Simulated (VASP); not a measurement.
Set up this calculation in VASP 6.6.1, as the native input.

* Task: single point
* Functional: PBEsol
* Potentials or basis: VASP PAW PBE potentials, release 64 (Re)
* Cutoff: 520 eV
* k mesh: 16 × 16 × 16
* Occupations: fermi-dirac, width 0.1 eV
* Spin: no spin polarisation
* Dipole correction: no
* Further INCAR settings: ALGO = Normal; EDIFF = 1e-06; NBANDS = 10

The structure of Re lies in POSCAR:

```
Re
1.0
    2.4105623406      0.0000000000      0.0000000000
    0.0000000000      2.4105623406      0.0000000000
    0.0000000000      0.0000000000      2.4105623406
Re
1
Direct
    0.0000000000      0.0000000000      0.0000000000
```

One way to write it, as run:

INCAR

```
PREC     = Accurate       # precision mode
ENCUT    = 520            # plane-wave cutoff, eV
EDIFF    = 1E-6           # SCF threshold, eV
ISMEAR   = -1             # smearing method
SIGMA    = 0.1            # smearing width, eV
LREAL    = F              # projectors in reciprocal space
LASPH    = T              # aspherical terms in the spheres
NELM     = 100            # most SCF steps
ALGO     = Normal         # electronic algorithm
ISIF     = 2              # what is computed and relaxed
LWAVE    = F              # write WAVECAR
LCHARG   = F              # write CHGCAR
GGA      = PS             # functional
NBANDS   = 10             # bands
```

KPOINTS

```
regular mesh
0
Gamma
  16 16 16
```

Potentials or basis: VASP PAW PBE potentials, release 64 (Re).

Run with:

```sh
$ cat potpaw_PBE.64/Re/POTCAR > POTCAR
$ mpirun -np 1 vasp_std > vasp.out
```

It gave:

```yaml
Pressure: 69.3 GPa
```

Caveat: the PAW data sets were made with another functional, which shifts forces and pressure a little.

Wall time 13 s on 1 thread of Intel Xeon 6975P-C, with other jobs on the host, peak memory 0.14 GiB.
